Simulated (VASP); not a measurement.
# HgSb (Pm-3m) in VASP: notebook

Runs on HgSb. Level: PBE. Tasks: single point, relaxation of cell and atoms.

Program: VASP 6.6.1. These are calculated values, not measurements. Logs are shortened: lines on timing, memory, paths and dates and some standing lists are left out, and cuts for length are marked.

## (1) The cell of the first run

The structure is cubic, space group Pm-3m (No. 221). The conventional cell has a = 3.746 Å, b = 3.746 Å, c = 3.746 Å, α = 90.00°, β = 90.00°, γ = 90.00°. Within 4.3 Å of Hg (site symmetry m-3m) lie 8 Sb at 3.24 Å and 6 Hg at 3.75 Å. Sb (site symmetry m-3m) has 8 Hg at 3.24 Å and 6 Sb at 3.75 Å within 4.3 Å.

## (2) Single point, PBE

Contents of INCAR:

```
SYSTEM = HgSb
  PREC = Accurate
  ENCUT = 520
  EDIFF = 1E-7
  ISMEAR = 0
  SIGMA = 0.1
  LREAL = .FALSE.
  LASPH = .TRUE.
  NELM = 80
  ALGO = Normal
  ISIF = 2
  LWAVE = .FALSE.
  LCHARG = .FALSE.
  GGA = PE
  NBANDS = 16
```

Contents of KPOINTS:

```
regular mesh
0
G
  12 12 12
  0 0 0
```

Contents of POSCAR:

```
HgSb
1.0
    3.7463403117      0.0000000000      0.0000000000
    0.0000000000      3.7463403117      0.0000000000
    0.0000000000      0.0000000000      3.7463403117
Hg Sb
1 1
Direct
    0.0000000000      0.0000000000      0.0000000000
    0.5000000000      0.5000000000      0.5000000000
```

Potentials or basis: VASP PAW PBE potentials, release 64 (Hg, Sb).

Run with:

```
$ cat potpaw_PBE.64/Hg/POTCAR potpaw_PBE.64/Sb/POTCAR > POTCAR
$ mpirun -np 1 vasp_std > vasp.out
```

OUTCAR:

```text
SYSTEM = HgSb
   PREC = Accurate
   ENCUT = 520
   EDIFF = 1E-7
   ISMEAR = 0
   LREAL = .FALSE.
   LASPH = .TRUE.
   NELM = 80
   ISIF = 2
   GGA = PE

 ion  position               nearest neighbor table
   1  0.000  0.000  0.000-   2 3.24   2 3.24   2 3.24   2 3.24   2 3.24   2 3.24   2 3.24   2 3.24

   2  0.500  0.500  0.500-   1 3.24   1 3.24   1 3.24   1 3.24   1 3.24   1 3.24   1 3.24   1 3.24

  LATTYP: Found a simple cubic cell.
 ALAT       =     3.7463403117

  Lattice vectors:

 A1 = (   3.7463403117,   0.0000000000,   0.0000000000)
 A2 = (   0.0000000000,   3.7463403117,   0.0000000000)
 A3 = (   0.0000000000,   0.0000000000,   3.7463403117)

Analysis of symmetry for initial positions (statically):
=====================================================================
 Subroutine PRICEL returns:
 Original cell was already a primitive cell.

 Routine SETGRP: Setting up the symmetry group for a
 simple cubic supercell.

 Subroutine GETGRP returns: Found 48 space group operations
 (whereof 48 operations were pure point group operations)
 out of a pool of 48 trial point group operations.

The static configuration has the point symmetry O_h .

Analysis of symmetry for dynamics (positions and initial velocities):
=====================================================================
 Subroutine PRICEL returns:
 Original cell was already a primitive cell.

 Routine SETGRP: Setting up the symmetry group for a
 simple cubic supercell.

 Subroutine GETGRP returns: Found 48 space group operations
 (whereof 48 operations were pure point group operations)
 out of a pool of 48 trial point group operations.

The dynamic configuration has the point symmetry O_h .

 Subroutine INISYM returns: Found 48 space group operations
 (whereof 48 operations are pure point group operations),
 and found     1 'primitive' translations

----------------------------------------------------------------------------------------

                                     Primitive cell

  volume of cell :      52.5801

  direct lattice vectors                    reciprocal lattice vectors
     3.746340312  0.000000000  0.000000000     0.266927165  0.000000000  0.000000000
     0.000000000  3.746340312  0.000000000     0.000000000  0.266927165  0.000000000
     0.000000000  0.000000000  3.746340312     0.000000000  0.000000000  0.266927165

  length of vectors
     3.746340312  3.746340312  3.746340312     0.266927165  0.266927165  0.266927165

  position of ions in fractional coordinates (direct lattice)
     0.000000000  0.000000000  0.000000000
     0.500000000  0.500000000  0.500000000

  ion indices of the primitive-cell ions
   primitive index   ion index
                 1           1
                 2           2

----------------------------------------------------------------------------------------

 KPOINTS: regular mesh

Automatic generation of k-mesh.
 Grid dimensions read from file:
 generate k-points for:   12   12   12

 Generating k-lattice:

  Cartesian coordinates                     Fractional coordinates (reciprocal lattice)
     0.022243930  0.000000000  0.000000000     0.083333333  0.000000000  0.000000000
     0.000000000  0.022243930  0.000000000     0.000000000  0.083333333  0.000000000
     0.000000000  0.000000000  0.022243930     0.000000000  0.000000000  0.083333333

  Length of vectors
     0.022243930  0.022243930  0.022243930

  Shift w.r.t. Gamma in fractional coordinates (k-lattice)
     0.000000000  0.000000000  0.000000000

 Subroutine IBZKPT returns following result:
 ===========================================

 Found     84 irreducible k-points:

 Following reciprocal coordinates:
            Coordinates               Weight
  0.000000  0.000000  0.000000      1.000000
  0.083333  0.000000  0.000000      6.000000
  0.166667  0.000000  0.000000      6.000000
  0.250000  0.000000  0.000000      6.000000
  0.333333  0.000000  0.000000      6.000000
  0.416667  0.000000  0.000000      6.000000
[... 16 lines left out ...]
  0.333333  0.333333  0.000000     12.000000
  0.416667  0.333333  0.000000     24.000000
 [... further k-points ...]
   k-points           NKPTS =     84   k-points in BZ     NKDIM =     84   number of bands    NBANDS=     16
   number of dos      NEDOS =    301   number of ions     NIONS =      2
   total plane-waves  NPLWV =  21952
   dimension x,y,z NGX =    28 NGY =   28 NGZ =   28
   dimension x,y,z NGXF=    56 NGYF=   56 NGZF=   56
   ions per type =               1   1
   NGX,Y,Z   is equivalent  to a cutoff of  12.43, 12.43, 12.43 a.u.
   NGXF,Y,Z  is equivalent  to a cutoff of  24.85, 24.85, 24.85 a.u.
 SYSTEM =  HgSb
   PREC   = accura    normal or accurate (medium, high low for compatibility)
   ISTART =      0    job   : 0-new  1-cont  2-samecut
   ICHARG =      2    charge: 1-file 2-atom 10-const
   ISPIN  =      1    spin polarized calculation?
   LNONCOLLINEAR =      F non collinear calculations
[... 115 lines left out ...]
      6      -1.1492      2.00000
[... 8 lines left out ...]
     15      15.6864      0.00000
     16      16.3014      0.00000

 k-point     6 :       0.4167    0.0000    0.0000
  band No.  band energies     occupation
      1      -4.5487      2.00000
      2      -1.9029      2.00000
      3      -1.6091      2.00000
      4      -1.4423      2.00000
      5      -1.4423      2.00000
      6      -1.1466      2.00000
[... 8 lines left out ...]
     15      15.2634      0.00000
     16      18.2986      0.00000

 k-point     7 :       0.5000    0.0000    0.0000
  band No.  band energies     occupation
      1      -4.3482      2.00000
      2      -2.0745      2.00000
      3      -1.6049      2.00000
      4      -1.4609      2.00000
      5      -1.4609      2.00000
      6      -1.1457      2.00000
[... 8 lines left out ...]
     15      15.1165      0.00000
     16      18.5676      0.00000

 k-point     8 :       0.0833    0.0833    0.0000
  band No.  band energies     occupation
      1      -5.8400      2.00000
      2      -1.6521      2.00000
      3      -1.6359      2.00000
      4      -1.2043      2.00000
      5      -1.1889      2.00000
      6      -1.1712      2.00000
[... 8 lines left out ...]
     15      15.5950      0.00000
     16      17.6049      0.00000

 k-point     9 :       0.1667    0.0833    0.0000
  band No.  band energies     occupation
      1      -5.6384      2.00000
      2      -1.6390      2.00000
      3      -1.5925      2.00000
      4      -1.2631      2.00000
      5      -1.2406      2.00000
      6      -1.1723      2.00000
[... 8 lines left out ...]
     15      14.9740      0.00000
     16      17.4076      0.00000
[... 172 lines left out ...]
 k-point    19 :       0.2500    0.2500    0.0000
  band No.  band energies     occupation
      1      -4.8734      2.00000
      2      -1.6519      2.00000
      3      -1.3887      2.00000
      4      -1.3694      2.00000
      5      -1.3106      2.00000
      6      -1.2458      2.00000
[... 8 lines left out ...]
     15      15.0625      0.00000
     16      16.1977      0.00000

 k-point    20 :       0.3333    0.2500    0.0000
  band No.  band energies     occupation
      1      -4.5551      2.00000
      2      -1.6747      2.00000
      3      -1.3734      2.00000
      4      -1.3467      2.00000
      5      -1.2663      2.00000
      6      -1.2503      2.00000
[... 8 lines left out ...]
     15      16.1562      0.00000
     16      16.2109      0.00000

 k-point    21 :       0.4167    0.2500    0.0000
  band No.  band energies     occupation
      1      -4.2747      2.00000
      2      -1.6784      2.00000
      3      -1.3827      2.00000
      4      -1.3579      2.00000
      5      -1.2431      2.00000
      6      -1.1735      2.00000
[... 8 lines left out ...]
     15      16.3804      0.00000
     16      17.0966      0.00000

 k-point    22 :       0.5000    0.2500    0.0000
  band No.  band energies     occupation
      1      -4.1575      2.00000
      2      -1.6729      2.00000
      3      -1.3963      2.00000
      4      -1.3459      2.00000
      5      -1.2398      2.00000
      6      -1.1346      2.00000
[... 8 lines left out ...]
     15      16.5473      0.00000
     16      17.4948      0.00000

 k-point    23 :       0.3333    0.3333    0.0000
  band No.  band energies     occupation
      1      -4.3212      2.00000
      2      -1.6441      2.00000
      3      -1.3354      2.00000
      4      -1.2883      2.00000
      5      -1.2139      2.00000
      6      -1.1890      2.00000
[... 8 lines left out ...]
     15      15.7957      0.00000
     16      16.9738      0.00000

 k-point    24 :       0.4167    0.3333    0.0000
  band No.  band energies     occupation
      1      -4.1350      2.00000
      2      -1.6002      2.00000
      3      -1.3528      2.00000
      4      -1.2896      2.00000
      5      -1.1370      2.00000
      6      -0.9932      2.00000
[... 8 lines left out ...]
     15      15.8221      0.00000
     16      17.3709      0.00000

 [... further k-points ...]

------------------------ aborting loop because EDIFF is reached ----------------------------------------

  FORCE on cell =-STRESS in cart. coord.  units (eV):
  Direction    XX          YY          ZZ          XY          YZ          ZX
  --------------------------------------------------------------------------------------
  -------------------------------------------------------------------------------------
  Total        0.0126857      0.0126857      0.0126857      0.0000000      0.0000000     -0.0000000
  in kB        0.3865465      0.3865465      0.3865465      0.0000000      0.0000000     -0.0000000
  external PRESSURE =       0.3865465 kB  Pullay stress =       0.0000000 kB

 VOLUME and BASIS-vectors are now :
 -----------------------------------------------------------------------------
  energy-cutoff  :      520.00
  volume of cell :       52.58
      direct lattice vectors                 reciprocal lattice vectors
     3.746340312  0.000000000  0.000000000     0.266927165  0.000000000  0.000000000
     0.000000000  3.746340312  0.000000000     0.000000000  0.266927165  0.000000000
     0.000000000  0.000000000  3.746340312     0.000000000  0.000000000  0.266927165

 POSITION                                       TOTAL-FORCE (eV/Angst)
 -----------------------------------------------------------------------------------
      0.00000      0.00000      0.00000         0.000000      0.000000      0.000000
      1.87317      1.87317      1.87317         0.000000      0.000000      0.000000
 -----------------------------------------------------------------------------------
    total drift:                               -0.000000      0.000000     -0.000000

  FREE ENERGIE OF THE ION-ELECTRON SYSTEM (eV)
  ---------------------------------------------------
  free  energy   TOTEN  =        -3.8003466104 eV

  energy  without entropy=       -3.7925349170  energy(sigma->0) =       -3.79644076
```

Run time: 21 s. Hardware: 1 thread of Intel Xeon 6975P-C (Granite Rapids), shared host; peak memory 0.21 GiB.

Results:

```
Free energy : -3.8003 eV
Pressure    : 0.0 GPa
```

Caveat: spin-orbit coupling is left out, which moves the levels of the heavy elements.

## (3) Single point, PBE

This run uses another cell than the first one, of 26.37 Å³/atom, 1.003 times its volume.

Contents of INCAR:

```
SYSTEM = HgSb
PREC     = Accurate       ! precision mode
ENCUT    = 520            ! plane-wave cutoff, eV
EDIFF    = 1E-6           ! SCF threshold, eV
ISMEAR   = -1             ! smearing method
SIGMA    = 0.15           ! smearing width, eV
LREAL    = .FALSE.        ! projectors in reciprocal space
LASPH    = .TRUE.         ! aspherical terms in the spheres
NELM     = 100            ! most SCF steps
ALGO     = Normal         ! electronic algorithm
ISIF     = 2              ! what is computed and relaxed
LWAVE    = .FALSE.        ! write WAVECAR
LCHARG   = .FALSE.        ! write CHGCAR
GGA      = PE             ! functional
NBANDS   = 16             ! bands
```

Contents of KPOINTS:

```
Automatic mesh
0
G
  12 12 12
  0 0 0
```

Contents of POSCAR:

```
HgSb
1.0
    3.7499237665      0.0000000000      0.0000000000
    0.0000000000      3.7499237665      0.0000000000
    0.0000000000      0.0000000000      3.7499237665
Hg Sb
1 1
Direct
    0.0000000000      0.0000000000      0.0000000000
    0.5000000000      0.5000000000      0.5000000000
```

Potentials or basis: VASP PAW PBE potentials, release 64 (Hg, Sb).

Run with:

```
$ cat potpaw_PBE.64/Hg/POTCAR potpaw_PBE.64/Sb/POTCAR > POTCAR
$ mpirun -np 1 vasp_std > vasp.out
```

It took 25 s on 1 thread of Intel Xeon 6975P-C (Granite Rapids), shared host; peak memory 0.2 GiB.

Results (log left out):

| Quantity | Value |
| --- | --- |
| Free energy | -3.8411 eV |
| Pressure | 0.0 GPa |

Levels at points of the mesh, in eV from the Fermi level:
```tsv
k point	band 6	band 7	band 8	band 9	band 10	band 11	band 12	band 13
(0.00, 0.00, 0.00)	-6.53	-1.33	-0.08	-0.08	-0.08	5.63	5.63	10.45
(0.50, 0.00, 0.00)	-6.52	-5.63	2.01	2.01	3.28	3.66	5.56	5.56
(0.50, 0.50, 0.00)	-5.66	-3.87	-3.87	-3.16	2.11	7.07	7.07	8.10
(0.50, 0.50, 0.50)	-6.26	-1.40	-0.85	-0.85	-0.85	0.94	0.94	0.94
```

Caveat: spin-orbit coupling is left out, which moves the levels of the heavy elements.

## (4) Relaxation of cell and atoms, PBE

Contents of INCAR:

```
PREC = Accurate
ENCUT = 600
EDIFF = 1E-6
ISMEAR = -1
SIGMA = 0.15
LREAL = F
LASPH = T
NELM = 60
ALGO = Normal
ISIF = 3
LWAVE = F
LCHARG = F
GGA = PE
IBRION = 2
NSW = 80
EDIFFG = -0.001
```

Contents of KPOINTS:

```
regular mesh
0
Gamma
  12 12 12
```

Contents of POSCAR:

```
HgSb
1.0
    3.7463403117      0.0000000000      0.0000000000
    0.0000000000      3.7463403117      0.0000000000
    0.0000000000      0.0000000000      3.7463403117
Hg Sb
1 1
Direct
    0.0000000000      0.0000000000      0.0000000000
    0.5000000000      0.5000000000      0.5000000000
```

Run with:

```
$ cat potpaw_PBE.64/Hg/POTCAR potpaw_PBE.64/Sb/POTCAR > POTCAR
$ mpirun -np 1 vasp_std > vasp.out
```

Run time: 48 s. Hardware: 1 thread of Intel Xeon 6975P-C (Granite Rapids), shared host; peak memory 0.23 GiB.

It converged, with:

```
Free energy                            : -3.8410 eV
Relaxed volume                         : 26.37 Å³/atom
Relaxed cell                           : a = 3.750 Å, b = 3.750 Å, c = 3.750 Å, α = 90.00°, β = 90.00°, γ = 90.00°
Space group after relaxing (to 0.05 Å) : Pm-3m (No. 221)
Energy gained by relaxing              : 0.1 meV/atom
Ionic steps                            : 4
Pressure after relaxing                : 0.0 GPa
```

Step by step:
```
step  energy change (eV)  largest force (eV/Å)  pressure (GPa)  volume (Å³)
   1              0.0000                0.0000            0.19        52.58
   2             -0.0001                0.0000           -0.02        52.81
   3             -0.0001                0.0000           -0.04        52.78
   4             -0.0001                0.0000            0.00        52.74
```

Final structure:
```cif
data_structure
_symmetry_space_group_name_H-M 'P 1'
_symmetry_Int_Tables_number 1
_cell_length_a 3.7502
_cell_length_b 3.7502
_cell_length_c 3.7502
_cell_angle_alpha 90.000
_cell_angle_beta 90.000
_cell_angle_gamma 90.000
_cell_volume 52.74
loop_
_atom_site_label
_atom_site_type_symbol
_atom_site_fract_x
_atom_site_fract_y
_atom_site_fract_z
_atom_site_occupancy
Hg1 Hg 0.00000 0.00000 0.00000 1
Sb1 Sb 0.50000 0.50000 0.50000 1
```

Levels at points of the mesh, in eV from the Fermi level:
| k point | band 7 | band 8 | band 9 | band 10 | band 11 | band 12 |
| --- | --- | --- | --- | --- | --- | --- |
| (0.00, 0.00, 0.00) | -1.34 | -0.08 | -0.08 | -0.08 | 5.63 | 5.63 |
| (0.50, 0.00, 0.00) | -5.62 | 2.01 | 2.01 | 3.28 | 3.66 | 5.56 |
| (0.50, 0.50, 0.00) | -3.87 | -3.87 | -3.16 | 2.11 | 7.07 | 7.07 |
| (0.50, 0.50, 0.50) | -1.40 | -0.85 | -0.85 | -0.85 | 0.94 | 0.94 |

Caveat: spin-orbit coupling is left out, which moves the levels of the heavy elements.

## (5) Relaxation of cell and atoms, PBE

This run uses another cell than the first one, of 26.40 Å³/atom, 1.004 times its volume.

Contents of INCAR:

```
PREC     = Accurate       # precision mode
ENCUT    = 600            # plane-wave cutoff, eV
EDIFF    = 1E-6           # SCF threshold, eV
ISMEAR   = 0              # smearing method
SIGMA    = 0.1            # smearing width, eV
LREAL    = F              # projectors in reciprocal space
LASPH    = T              # aspherical terms in the spheres
NELM     = 60             # most SCF steps
ALGO     = Normal         # electronic algorithm
ISIF     = 3              # what is computed and relaxed
LWAVE    = F              # write WAVECAR
LCHARG   = F              # write CHGCAR
GGA      = PE             # functional
IBRION   = 2              # ionic algorithm
NSW      = 100            # ionic steps
EDIFFG   = -0.005         # ionic threshold
```

Contents of KPOINTS:

```
Automatic mesh
0
Gamma
  12 12 12
```

Contents of POSCAR:

```
HgSb
1.0
    3.7515878856      0.0000000000      0.0000000000
    0.0000000000      3.7515878856      0.0000000000
    0.0000000000      0.0000000000      3.7515878856
Hg Sb
1 1
Direct
    0.0000000000      0.0000000000      0.0000000000
    0.5000000000      0.5000000000      0.5000000000
```

Run with:

```
$ cat potpaw_PBE.64/Hg/POTCAR potpaw_PBE.64/Sb/POTCAR > POTCAR
$ mpirun -np 1 vasp_std > vasp.out
```

Wall time 28 s (1 thread of Intel Xeon 6975P-C (Granite Rapids), shared host); peak memory 0.23 GiB.

The run converged. Its results:

- Free energy: -3.8003 eV
- Relaxed volume: 26.31 Å³/atom
- Relaxed cell: a = 3.747 Å, b = 3.747 Å, c = 3.747 Å, α = 90.00°, β = 90.00°, γ = 90.00°
- Space group after relaxing (to 0.05 Å): Pm-3m (No. 221)
- Energy gained by relaxing: 0.0 meV/atom
- Ionic steps: 2
- Pressure after relaxing: 0.0 GPa

Final structure:
```
CELL_PARAMETERS angstrom
3.74728 0.00000 0.00000
0.00000 3.74728 0.00000
0.00000 0.00000 3.74728
ATOMIC_POSITIONS crystal
Hg 0.00000 0.00000 0.00000
Sb 0.50000 0.50000 0.50000
```

Levels at points of the mesh, in eV from the Fermi level:
```
           k point  band 7  band 8  band 9  band 10  band 11  band 12
(0.00, 0.00, 0.00)   -1.33   -0.09   -0.09    -0.09     5.62     5.62
(0.50, 0.00, 0.00)   -5.64    2.01    2.01     3.29     3.66     5.56
(0.50, 0.50, 0.00)   -3.88   -3.88   -3.17     2.11     7.07     7.07
(0.50, 0.50, 0.50)   -1.41   -0.86   -0.86    -0.86     0.93     0.93
```

Caveat: spin-orbit coupling is left out, which moves the levels of the heavy elements.

## (6) Overview

| task | cell | cutoff (eV) | smearing | gap on the mesh (eV) | pressure (GPa) | relaxed volume (Å³/atom) |
| --- | --- | --- | --- | --- | --- | --- |
| single point | a = 3.746 Å, 2 atoms | 520 | gaussian 0.1 eV | none | 0.0 | - |
| single point | a = 3.750 Å, 2 atoms | 520 | fermi-dirac 0.15 eV | none | 0.0 | - |
| relaxation of cell and atoms | relaxed from a = 3.746 Å, 2 atoms | 600 | fermi-dirac 0.15 eV | none | 0.0 | 26.37 |
| relaxation of cell and atoms | relaxed from a = 3.752 Å, 2 atoms | 600 | gaussian 0.1 eV | none | 0.0 | 26.31 |

Alike in all rows: level PBE; potentials or basis VASP PAW PBE potentials, release 64 (Hg, Sb); no spin polarisation; k mesh 12 × 12 × 12.

Caveats: spin-orbit coupling is left out, which moves the levels of the heavy elements.

Absolute energies hang on the potentials; compare differences alone.
